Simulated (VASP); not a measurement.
# V (P6_3/mmc) in VASP: settings compared, part 2 of 2

VASP 6.6.1. The steps go on from the part before.

## 3. Single point, PBE-based screened hybrid with 25 % exact exchange, collinear spin, ferromagnetic start

Input file POSCAR:

```
V
1.0
    2.6042941027      0.0000000000      0.0000000000
   -1.3021470513      2.2553848518      0.0000000000
    0.0000000000      0.0000000000      4.7233360000
V
2
Direct
    0.3333333333      0.6666666667      0.2500000000
    0.6666666667      0.3333333333      0.7500000000
```

Input file INCAR.step1:

```
PREC     = Accurate       # precision mode
ENCUT    = 520            # plane-wave cutoff, eV
EDIFF    = 1E-5           # SCF threshold, eV
ISMEAR   = -1             # smearing method
SIGMA    = 0.05           # smearing width, eV
LREAL    = F              # projectors in reciprocal space
LASPH    = T              # aspherical terms in the spheres
NELM     = 150            # most SCF steps
ALGO     = Normal         # electronic algorithm
ISIF     = 2              # what is computed and relaxed
LWAVE    = T              # write WAVECAR
LCHARG   = F              # write CHGCAR
ISPIN    = 2              # spin polarisation
MAGMOM   = 2 2            # initial moments
LORBIT   = 11             # projections on sites
LMAXMIX  = 4              # l up to which the mixer works
NBANDS   = 24             # bands
GGA      = PE             # functional
KPAR     = 4
```

Input file INCAR.step2:

```
PREC     = Accurate       # precision mode
ENCUT    = 520            # plane-wave cutoff, eV
EDIFF    = 1E-6           # SCF threshold, eV
ISMEAR   = -1             # smearing method
SIGMA    = 0.05           # smearing width, eV
LREAL    = F              # projectors in reciprocal space
LASPH    = T              # aspherical terms in the spheres
NELM     = 150            # most SCF steps
ALGO     = Normal         # electronic algorithm
ISIF     = 2              # what is computed and relaxed
LWAVE    = F              # write WAVECAR
LCHARG   = F              # write CHGCAR
ISPIN    = 2              # spin polarisation
MAGMOM   = 2 2            # initial moments
LORBIT   = 11             # projections on sites
LMAXMIX  = 4              # l up to which the mixer works
GGA      = PE             # functional
LHFCALC  = T              # exact exchange
AEXX     = 0.25           # exact-exchange fraction
HFSCREEN = 0.3            # screening, 1/A
PRECFOCK = Normal       
NBANDS   = 24             # bands
ISTART   = 1            
KPAR     = 4
```

Input file KPOINTS:

```
Automatic mesh
0
Gamma
  6 6 3
```

Potentials or basis: VASP PAW PBE potentials, release 64 (V_sv).

On the command line:

```
cat potpaw_PBE.64/V_sv/POTCAR > POTCAR
cp INCAR.step1 INCAR
mpirun -np 4 vasp_std > vasp.out
cp INCAR.step2 INCAR
mpirun -np 4 vasp_std > vasp.out
```

It took 18 min on 4 MPI ranks of Intel Xeon Platinum 8488C (Sapphire Rapids), shared host; peak memory 0.25 GiB.

It converged, with:

- Free energy: -20.4291 eV
- Pressure: -5.0 GPa
- Band gap on the k mesh: zero (filled and empty bands overlap)
- Net moment: 0.00 μB per cell
- Valence electrons inside the program's atomic spheres: V 11.58

Stress tensor (GPa, compression positive):
```
-3.84  0.00  0.00
 0.00 -3.84  0.00
 0.00  0.00 -7.20
```

Levels at points of the mesh, in eV from the Fermi level:
Spin up:
```csv
k point,band 10,band 11,band 12,band 13,band 14,band 15,band 16,band 17
"(0.00, 0.00, 0.00)",-4.27,-1.00,-0.67,0.52,0.52,0.93,0.93,2.69
"(0.50, 0.00, 0.00)",-3.41,-2.95,-0.55,-0.13,0.17,1.27,3.90,4.12
```
Spin down:
```tsv
k point	band 11	band 12	band 13	band 14	band 15	band 16
(0.00, 0.00, 0.00)	-1.00	-0.67	0.52	0.52	0.93	0.93
(0.50, 0.00, 0.00)	-2.94	-0.55	-0.13	0.17	1.27	3.90
```

Caveat: the k points lie up to 0.46 Å⁻¹ apart, too coarse for converged energies and pressures of a metal; the moments typed at the start vanished in this run; the PAW data sets were made with another functional, which shifts forces and pressure a little.

## 4. Single point, PBE-based screened hybrid with 25 % exact exchange, collinear spin, ferromagnetic start

This run uses another cell than the first one, of 13.44 Å³/atom.

Input file POSCAR:

```
V
1.0
    2.5864880844      0.0000000000      0.0000000000
   -1.2932440422      2.2399643876      0.0000000000
    0.0000000000      0.0000000000      4.6406855018
V
2
Direct
    0.3333333333      0.6666666667      0.2500000000
    0.6666666667      0.3333333333      0.7500000000
```

Input file INCAR.step1:

```
SYSTEM = V
ALGO = Normal
EDIFF = 1E-5
ENCUT = 520
GGA = PE
ISIF = 2
ISMEAR = -1
ISPIN = 2
LASPH = .True.
LCHARG = .False.
LMAXMIX = 4
LORBIT = 11
LREAL = .False.
LWAVE = .True.
MAGMOM = 2 2
NBANDS = 24
NELM = 150
PREC = Accurate
SIGMA = 0.05
```

Input file INCAR.step2:

```
SYSTEM = V
AEXX = 0.25
ALGO = Normal
EDIFF = 1E-6
ENCUT = 520
GGA = PE
HFSCREEN = 0.3
ISIF = 2
ISMEAR = -1
ISPIN = 2
ISTART = 1
LASPH = .True.
LCHARG = .False.
LHFCALC = .True.
LMAXMIX = 4
LORBIT = 11
LREAL = .False.
LWAVE = .False.
MAGMOM = 2 2
NBANDS = 24
NELM = 150
PREC = Accurate
PRECFOCK = Normal
SIGMA = 0.05
```

Input file KPOINTS:

```
k-points
0
Gamma
  6 6 3
  0 0 0
```

Potentials or basis: VASP PAW PBE potentials, release 64 (V_sv).

On the command line:

```
cat potpaw_PBE.64/V_sv/POTCAR > POTCAR
cp INCAR.step1 INCAR
mpirun -np 1 vasp_std > vasp.out
cp INCAR.step2 INCAR
mpirun -np 1 vasp_std > vasp.out
```

OUTCAR:

```text
SYSTEM = V
   AEXX = 0.25
   EDIFF = 1E-6
   ENCUT = 520
   GGA = PE
   HFSCREEN = 0.3
   ISIF = 2
   ISMEAR = -1
   ISPIN = 2
   ISTART = 1
   LASPH = .True.
   LHFCALC = .True.
   LORBIT = 11
   LREAL = .False.
   NELM = 150
   PREC = Accurate
   PRECFOCK = Normal

 ion  position               nearest neighbor table
   1  0.333  0.667  0.250-   2 2.76   2 2.76   2 2.76   2 2.76   2 2.76   2 2.76
   2  0.667  0.333  0.750-   1 2.76   1 2.76   1 2.76   1 2.76   1 2.76   1 2.76

  LATTYP: Found a hexagonal cell.
 ALAT       =     2.5864880844
 C/A-ratio  =     1.7942033175

  Lattice vectors:
[... 969 lines left out ...]
  external PRESSURE =       6.0989592 kB  Pullay stress =       0.0000000 kB

 VOLUME and BASIS-vectors are now :
 -----------------------------------------------------------------------------
  energy-cutoff  :      520.00
  volume of cell :       26.89
      direct lattice vectors                 reciprocal lattice vectors
     2.586488084  0.000000000  0.000000000     0.386624631  0.223217835  0.000000000
    -1.293244042  2.239964388  0.000000000     0.000000000  0.446435669  0.000000000
     0.000000000  0.000000000  4.640685502     0.000000000  0.000000000  0.215485406

 POSITION                                       TOTAL-FORCE (eV/Angst)
 -----------------------------------------------------------------------------------
     -0.00000      1.49331      1.16017        -0.000000      0.000000     -0.000000
      1.29324      0.74665      3.48051         0.000000     -0.000000      0.000000
 -----------------------------------------------------------------------------------
    total drift:                                0.000000      0.000000     -0.000000

  FREE ENERGIE OF THE ION-ELECTRON SYSTEM (eV)
  ---------------------------------------------------
  free  energy   TOTEN  =       -20.4432816219 eV

  energy  without entropy=      -20.4240408090  energy(sigma->0) =      -20.43366122

 total charge

# of ion       s       p       d       tot
------------------------------------------
    1        2.355   6.243   3.031  11.629
    2        2.355   6.243   3.031  11.629
--------------------------------------------------
tot          4.709  12.486   6.062  23.257

 magnetization (x)

# of ion       s       p       d       tot
------------------------------------------
    1        0.000   0.000   0.000   0.000
    2        0.000   0.000   0.000   0.000
--------------------------------------------------
tot          0.000   0.000   0.000   0.000
```

Run time: 1.8 h. Hardware: 1 thread of Oxide Virtual Turin-like, shared host; peak memory 0.23 GiB.

What came out:

```
Free energy                                           : -20.4433 eV
Pressure                                              : 0.6 GPa
Band gap on the k mesh                                : zero (filled and empty bands overlap)
Net moment                                            : 0.00 μB per cell
Valence electrons inside the program's atomic spheres : V 11.63
```

Caveat: the k points lie up to 0.47 Å⁻¹ apart, too coarse for converged energies and pressures of a metal; the moments typed at the start vanished in this run; the PAW data sets were made with another functional, which shifts forces and pressure a little.

## 5. The runs side by side

| task | level | cell | k mesh | cutoff (eV) | grid for exact exchange (PRECFOCK) | share of exact exchange | screening parameter | gap on the mesh (eV) | pressure (GPa) | moment (μB) |
| --- | --- | --- | --- | --- | --- | --- | --- | --- | --- | --- |
| relaxation of cell and atoms | PBEsol | relaxed to 30 GPa from a = 2.604, b = 2.604, c = 4.723 Å, angles 90.0, 90.0, 120.0°, 2 atoms | 12 × 12 × 6 | 600 | - | - | - | none | 30.0 | 0.00 |
| single point | PBE-based screened hybrid with 25 % exact exchange | a = 2.604, b = 2.604, c = 4.723 Å, angles 90.0, 90.0, 120.0°, 2 atoms | 6 × 6 × 3 | 520 | Normal | 0.25 | 0.3 1/Å | none | -5.0 | 0.00 |
| single point | PBE-based screened hybrid with 25 % exact exchange | a = 2.586, b = 2.586, c = 4.641 Å, angles 90.0, 90.0, 120.0°, 2 atoms | 6 × 6 × 3 | 520 | Normal | 0.25 | 0.3 1/Å | none | 0.6 | 0.00 |

Alike in all rows: potentials or basis VASP PAW PBE potentials, release 64 (V_sv); spin collinear, ferromagnetic start; smearing fermi-dirac 0.05 eV.

Caveats: some runs use coarse meshes; the moments typed at the start vanished in this run; the PAW data sets were made with another functional, which shifts forces and pressure a little; the cell is relaxed towards a set pressure, so the run minimises the enthalpy, not the energy (at least some runs); the volume moved by over 15 % at a fixed basis, so the end points are rough (at least some runs).

Total energies depend on the potentials used, so only differences within one code and one set of settings carry meaning.
